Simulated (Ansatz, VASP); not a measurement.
One calculation of Nb, two programs

```
Nb
1.0
     0.00000    2.12565    2.09385
     2.12565    0.00000    2.09385
     2.12565    2.12565    0.00000
Nb
1
Direct
  0.00000 0.00000 0.00000
```

Change from the starting cell: z stretched by -1 % at fixed volume.

Alike in both runs: task single point; functional PBE; k mesh 13 × 13 × 13; occupations fermi-dirac, width 0.08 eV; no spin polarisation.

```csv
,VASP,Ansatz
version,VASP 6.6.1,Ansatz 0.2.0
potentials or method,"VASP PAW PBE potentials, release 64 (Nb_sv), cutoff 500 eV","all-electron LAPW, scalar-relativistic"
```

Ansatz gave:

* pressure (GPa): -1.2
* traceless stress, the component that is largest in VASP (GPa): -2.67

Q: Which values does VASP return?

A: Pressure (GPa): -1.5; traceless stress, the component that is largest in VASP (GPa): -2.65.

Ansatz ran all-electron here, and VASP with PAW potentials.
